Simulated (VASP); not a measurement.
# Co (Pm-3m) in VASP: notebook, part 2 of 2

VASP 6.6.1. Earlier steps stand in the parts before.

## (5) Relaxation of cell and atoms, LDA, collinear spin, ferromagnetic start

This run uses another cell than the first one, of 10.81 Å³/atom, 0.992 times its volume.

File INCAR:

```
SYSTEM = Co
  PREC = Accurate
  ENCUT = 600
  EDIFF = 1E-7
  ISMEAR = -1
  SIGMA = 0.05
  LREAL = .False.
  LASPH = .True.
  NELM = 150
  ALGO = Normal
  ISIF = 3
  LWAVE = .False.
  LCHARG = .False.
  ISPIN = 2
  MAGMOM = 1.7
  LORBIT = 11
  LMAXMIX = 4
  IBRION = 2
  NSW = 60
  EDIFFG = -0.005
```

File KPOINTS:

```
Automatic mesh
0
Gamma
  17 17 17
  0 0 0
```

File POSCAR:

```
Co
1.0
    2.2110818260      0.0000000000      0.0000000000
    0.0000000000      2.2110818260      0.0000000000
    0.0000000000      0.0000000000      2.2110818260
Co
1
Direct
    0.0000000000      0.0000000000      0.0000000000
```

Potentials or basis: VASP PAW LDA potentials, release 64 (Co).

Command:

```bash
> cat potpaw_LDA.64/Co/POTCAR > POTCAR
> mpirun -np 1 vasp_std > vasp.out
```

OUTCAR:

```text
SYSTEM = Co
   PREC = Accurate
   ENCUT = 600
   EDIFF = 1E-7
   ISMEAR = -1
   LREAL = .False.
   LASPH = .True.
   NELM = 150
   ISIF = 3
   ISPIN = 2
   LORBIT = 11
   IBRION = 2
   NSW = 60
   EDIFFG = -0.005

 ion  position               nearest neighbor table
   1  0.000  0.000  0.000-

  LATTYP: Found a simple cubic cell.
 ALAT       =     2.2110818260

  Lattice vectors:

 A1 = (   2.2110818260,   0.0000000000,   0.0000000000)
 A2 = (   0.0000000000,   2.2110818260,   0.0000000000)
 A3 = (   0.0000000000,   0.0000000000,   2.2110818260)

Analysis of symmetry for initial positions (statically):
=====================================================================
 Subroutine PRICEL returns:
 Original cell was already a primitive cell.

 Routine SETGRP: Setting up the symmetry group for a
 simple cubic supercell.

 Subroutine GETGRP returns: Found 48 space group operations
 (whereof 48 operations were pure point group operations)
 out of a pool of 48 trial point group operations.

The static configuration has the point symmetry O_h .

Analysis of symmetry for dynamics (positions and initial velocities):
=====================================================================
 Subroutine PRICEL returns:
 Original cell was already a primitive cell.

 Routine SETGRP: Setting up the symmetry group for a
 simple cubic supercell.

 Subroutine GETGRP returns: Found 48 space group operations
 (whereof 48 operations were pure point group operations)
 out of a pool of 48 trial point group operations.

The dynamic configuration has the point symmetry O_h .

Analysis of structural, dynamic, and magnetic symmetry:
=====================================================================
 Subroutine PRICEL returns:
 Original cell was already a primitive cell.

 Routine SETGRP: Setting up the symmetry group for a
 simple cubic supercell.

 Subroutine GETGRP returns: Found 48 space group operations
 (whereof 48 operations were pure point group operations)
 out of a pool of 48 trial point group operations.

The overall configuration has the point symmetry O_h .

 Subroutine INISYM returns: Found 48 space group operations
 (whereof 48 operations are pure point group operations),
 and found     1 'primitive' translations

----------------------------------------------------------------------------------------

                                     Primitive cell

  volume of cell :      10.8097

  direct lattice vectors                    reciprocal lattice vectors
     2.211081826  0.000000000  0.000000000     0.452267297  0.000000000  0.000000000
     0.000000000  2.211081826  0.000000000     0.000000000  0.452267297  0.000000000
     0.000000000  0.000000000  2.211081826     0.000000000  0.000000000  0.452267297

  length of vectors
     2.211081826  2.211081826  2.211081826     0.452267297  0.452267297  0.452267297

  position of ions in fractional coordinates (direct lattice)
     0.000000000  0.000000000  0.000000000

  ion indices of the primitive-cell ions
   primitive index   ion index
                 1           1

----------------------------------------------------------------------------------------

 KPOINTS: Automatic mesh

Automatic generation of k-mesh.
 Grid dimensions read from file:
 generate k-points for:   17   17   17

 Generating k-lattice:

  Cartesian coordinates                     Fractional coordinates (reciprocal lattice)
     0.026603959  0.000000000  0.000000000     0.058823529  0.000000000  0.000000000
     0.000000000  0.026603959  0.000000000     0.000000000  0.058823529  0.000000000
     0.000000000  0.000000000  0.026603959     0.000000000  0.000000000  0.058823529

  Length of vectors
     0.026603959  0.026603959  0.026603959

  Shift w.r.t. Gamma in fractional coordinates (k-lattice)
     0.000000000  0.000000000  0.000000000

 Subroutine IBZKPT returns following result:
 ===========================================

 Found    165 irreducible k-points:

 Following reciprocal coordinates:
            Coordinates               Weight
  0.000000  0.000000  0.000000      1.000000
  0.058824  0.000000  0.000000      6.000000
  0.117647  0.000000  0.000000      6.000000
  0.176471  0.000000  0.000000      6.000000
  0.235294  0.000000  0.000000      6.000000
  0.294118  0.000000  0.000000      6.000000
[... 16 lines left out ...]
  0.411765  0.117647  0.000000     24.000000
  0.470588  0.117647  0.000000     24.000000
 [... further k-points ...]
   k-points           NKPTS =    165   k-points in BZ     NKDIM =    165   number of bands    NBANDS=      9
   number of dos      NEDOS =    301   number of ions     NIONS =      1
   total plane-waves  NPLWV =   5832
   dimension x,y,z NGX =    18 NGY =   18 NGZ =   18
   dimension x,y,z NGXF=    36 NGYF=   36 NGZF=   36
   ions per type =               1
   NGX,Y,Z   is equivalent  to a cutoff of  13.53, 13.53, 13.53 a.u.
   NGXF,Y,Z  is equivalent  to a cutoff of  27.07, 27.07, 27.07 a.u.
 SYSTEM =  Co
   PREC   = accura    normal or accurate (medium, high low for compatibility)
   ISTART =      0    job   : 0-new  1-cont  2-samecut
   ICHARG =      2    charge: 1-file 2-atom 10-const
   ISPIN  =      2    spin polarized calculation?
   LNONCOLLINEAR =      F non collinear calculations
   LSORBIT =      F    spin-orbit coupling
   LASPH  =      T    aspherical Exc in radial PAW
   ENCUT  =  600.0 eV  44.10 Ry    6.64 a.u.   4.42  4.42  4.42*2*pi/ulx,y,z
   NELM   =    150;   NELMIN=  2; NELMDL= -5     # of ELM steps
   EDIFF  = 0.1E-06   stopping-criterion for ELM
   LREAL  =      F    real-space projection
   EDIFFG = -.5E-02   stopping-criterion for IOM
   NSW    =     60    number of steps for IOM
   IBRION =      2    ionic relax: 0-MD 1-quasi-New 2-CG
   NFREE  =      1    steps in history (QN), initial steepest desc. (CG)
   ISIF   =      3    stress and relaxation
   ISYM   =      2    0-nonsym 1-usesym 2-fastsym
   POTIM  = 0.5000    time-step for ionic-motion
   TEBEG  =    0.0;   TEEND  =   0.0 temperature during run
   PSTRESS=    0.0 pullay stress
   NELECT =       9.0000    total number of electrons
   NUPDOWN=      -1.0000    fix difference up-down
   EMIN   =  10.00;   EMAX   =-10.00  energy-range for DOS
   EFERMI =   0.00;   METHOD = LEGACY
   ISMEAR =    -1;   SIGMA  =   0.05  broadening in eV -4-tet -1-fermi 0-gaus
   EFERMI_NEDOS =   21; number of points for ismear=-14 and -15
   IALGO  =     38    algorithm
   IMIX   =      4    mixing-type and parameters
     AMIX     =   0.40;   BMIX     =  1.00
     AMIX_MAG =   1.60;   BMIX_MAG =  1.00
  volume/ion in A,a.u.               =      10.81        72.95
  Fermi-wavevector in a.u.,A,eV,Ry     =   1.540107  2.910380 32.272055  2.371929
  Thomas-Fermi vector in A             =   2.646241
   LORBIT       =     11    0 simple, 1 ext, 2 COOP (PROOUT), +10 PAW based schemes
   GGA     = CA    functional components
   LHFCALC =     F    Hartree Fock is set to
   AEXX    =    0.0000 exact exchange contribution
   IVDW    =     0    specifies the selected vdW correction
   LEPSILON=     F    determine dielectric tensor
   LRPA    =     F    only Hartree local field effects (RPA)
 conjugate gradient relaxation of ions
 spin polarized calculation
  energy-cutoff  :      600.00
  volume of cell :       10.81
 maximum number of plane-waves:       371
 NGX is ok and might be reduce to    18
   NGX =  9   NGY =  9   NGZ =  9

--------------------------------------- Ionic step        1  -------------------------------------------

 number of electron       9.0000003 magnetization       1.4131381

 Free energy of the ion-electron system (eV)
  ---------------------------------------------------
  ext. energy  EPLUGINS =         0.00000000
  ---------------------------------------------------
  free energy    TOTEN  =        -7.24987475 eV

  energy without entropy =       -7.23868780  energy(sigma->0) =       -7.24428127

 E-fermi :  10.2352     XC(G=0): -13.6485

 val. band max:       10.2333027328   @ k =   0.2353   0.2353   0.1765
 cond. band min:      10.2466171815   @ k =   0.4706   0.3529   0.2941
 fundamental gap:      0.0133144487
 Fermi energy:        10.2351953274

 spin component 1

 k-point     1 :       0.0000    0.0000    0.0000
  band No.  band energies     occupation
      1       1.1683      1.00000
      2       5.4780      1.00000
      3       5.4780      1.00000
      4       9.8951      0.99889
      5       9.8951      0.99889
      6       9.8951      0.99889
      7      31.3555      0.00000
      8      31.3555      0.00000
      9      31.3555      0.00000
[... 705 lines left out ...]
  energy  without entropy=       -7.2566858255  energy(sigma->0) =       -7.26277983

--------------------------------------- Ionic step        5  -------------------------------------------

 number of electron       8.9999988 magnetization       1.4595125

 Free energy of the ion-electron system (eV)
  ---------------------------------------------------
  ext. energy  EPLUGINS =         0.00000000
  ---------------------------------------------------
  free energy    TOTEN  =        -7.26887394 eV

  energy without entropy =       -7.25668543  energy(sigma->0) =       -7.26277969

 E-fermi :   9.5102     XC(G=0): -13.3600

 val. band max:        9.5040942312   @ k =   0.4706   0.4706   0.0000
 cond. band min:       9.5113522986   @ k =   0.4706   0.3529   0.2941
 fundamental gap:      0.0072580674
 Fermi energy:         9.5102199369

 spin component 1

 k-point     1 :       0.0000    0.0000    0.0000
  band No.  band energies     occupation
      1       0.7400      1.00000
      2       4.9763      1.00000
      3       4.9763      1.00000
      4       9.0644      0.99987
      5       9.0645      0.99987
      6       9.0645      0.99987
      7      29.9658      0.00000
      8      29.9658      0.00000
      9      29.9658      0.00000
[... 596 lines left out ...]
  FREE ENERGIE OF THE ION-ELECTRON SYSTEM (eV)
  ---------------------------------------------------
  free  energy   TOTEN  =        -7.2688739366 eV

  energy  without entropy=       -7.2566854340  energy(sigma->0) =       -7.26277969

 reached required accuracy - stopping structural energy minimisation

 total charge

# of ion       s       p       d       tot
------------------------------------------
    1        0.534   0.470   7.386   8.390

 magnetization (x)

# of ion       s       p       d       tot
------------------------------------------
    1        0.006   0.002   1.441   1.449
```

Run time: 54 s. Hardware: 1 thread of Intel Xeon Platinum 8488C (Sapphire Rapids), shared host; peak memory 0.12 GiB.

Results:

| Quantity | Value |
| --- | --- |
| Free energy | -7.2689 eV |
| Relaxed volume | 11.36 Å³/atom |
| Relaxed cell | a = 2.248 Å, b = 2.248 Å, c = 2.248 Å, α = 90.00°, β = 90.00°, γ = 90.00° |
| Space group after relaxing (to 0.05 Å) | Pm-3m (No. 221) |
| Energy gained by relaxing | 19.0 meV/atom |
| Ionic steps | 5 |
| Pressure after relaxing | 0.0 GPa |
| Net moment | 1.46 μB per cell |
| Site moments | Co +1.45 μB |
| Valence electrons inside the program's atomic spheres | Co 8.39 |

The path:
| step | energy change (eV) | largest force (eV/Å) | pressure (GPa) | volume (Å³) |
| --- | --- | --- | --- | --- |
| 1 | 0.0000 | 0.0000 | 11.41 | 10.81 |
| 2 | 0.0032 | 0.0000 | -9.50 | 12.06 |
| 3 | -0.0190 | 0.0000 | -0.09 | 11.38 |
| 4 | -0.0190 | 0.0000 | 0.12 | 11.36 |
| 5 | -0.0190 | 0.0000 | 0.05 | 11.36 |

Final structure:
```
Co
1.0
     2.24824    0.00000    0.00000
     0.00000    2.24824    0.00000
     0.00000    0.00000    2.24824
Co
1
Direct
  0.00000 0.00000 0.00000
```

Levels at points of the mesh, in eV from the Fermi level:
Spin up:
```csv
k point,band 3,band 4,band 5,band 6,band 7,band 8
"(0.00, 0.00, 0.00)",-4.53,-0.45,-0.45,-0.45,20.46,20.46
```
Spin down:
| k point | band 1 | band 2 | band 3 | band 4 | band 5 | band 6 | band 7 | band 8 | band 9 |
| --- | --- | --- | --- | --- | --- | --- | --- | --- | --- |
| (0.00, 0.00, 0.00) | -8.53 | -3.51 | -3.51 | 1.17 | 1.17 | 1.17 | 20.79 | 20.79 | 20.79 |

## (6) The runs side by side

| task | cell | cutoff (eV) | gap on the mesh (eV) | pressure (GPa) | moment (μB) |
| --- | --- | --- | --- | --- | --- |
| single point | a = 2.217 Å, 1 atom | 520 | none | 9.5 | 1.42 |
| single point | a = 2.255 Å, 1 atom | 520 | none | -1.7 | 1.47 |
| relaxation of cell and atoms | relaxed from a = 2.211 Å, 1 atom | 600 | none | 0.0 | 1.46 |

Alike in all rows: level LDA; potentials or basis VASP PAW LDA potentials, release 64 (Co); spin collinear, ferromagnetic start; k mesh 17 × 17 × 17; smearing fermi-dirac 0.05 eV.

Absolute energies hang on the potentials; compare differences alone.
